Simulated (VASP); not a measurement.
Write the native input for VASP 6.6.1 that does the following.

```yaml
Task: relaxation of cell and atoms
Functional: PBE
Potentials_or_basis: VASP PAW PBE potentials, release 64 (Mg, Zn, Te)
Cutoff: 600 eV
k_mesh: 8 × 8 × 8
Occupations: gaussian, width 0.1 eV
Spin: no spin polarisation
Dipole_correction: no
Further_INCAR_settings: ALGO = Normal; EDIFF = 1e-06; IBRION = 2; EDIFFG = -0.01; NSW = 100; ISIF = 3
```

The structure of MgZnTe3 lies in POSCAR:

```
MgZnTe3
1.0
    5.2439201200      0.0000000000      0.0000000000
    0.0000000000      5.2439201200      0.0000000000
    0.0000000000      0.0000000000      5.2439201200
Mg Zn Te
1 1 3
Direct
    0.0000000000      0.0000000000      0.0000000000
    0.5000000000      0.5000000000      0.5000000000
    0.0000000000      0.5000000000      0.5000000000
    0.5000000000      0.5000000000      0.0000000000
    0.5000000000      0.0000000000      0.5000000000
```

The cell was built from a structure type or drawn by symmetry, and may not be a known phase.

The input as run:

INCAR

```
  ALGO = Normal
  EDIFF = 1E-6
  EDIFFG = -0.01
  ENCUT = 600
  GGA = PE
  IBRION = 2
  ISIF = 3
  ISMEAR = 0
  LASPH = T
  LCHARG = F
  LREAL = F
  LWAVE = F
  NELM = 80
  NSW = 100
  PREC = Accurate
  SIGMA = 0.1
```

KPOINTS

```
k-points
0
Gamma
  8 8 8
```

Potentials or basis: VASP PAW PBE potentials, release 64 (Mg, Zn, Te).

Run with:

```sh
$ cat potpaw_PBE.64/Mg/POTCAR potpaw_PBE.64/Zn/POTCAR potpaw_PBE.64/Te/POTCAR > POTCAR
$ mpirun -np 1 vasp_std > vasp.out
```

It gave:

- Relaxed volume: 30.36 Å³/atom
- Relaxed cell: a = 5.335 Å, b = 5.335 Å, c = 5.335 Å, α = 90.00°, β = 90.00°, γ = 90.00°
- Space group after relaxing (to 0.1 Å): Pm-3m (No. 221)
- Energy gained by relaxing: 9.9 meV/atom
- Ionic steps: 3
- Pressure after relaxing: 0.0 GPa
- Band gap on the k mesh: zero (bands 16 and 17 overlap by 1.47 eV)

Caveat: spin-orbit coupling is left out, which moves the levels of the heavy elements.

It took 2.5 min on 1 thread of Intel(R) Xeon(R) Platinum 8488C (Sapphire Rapids), with other jobs on the host, peak memory 0.36 GiB.
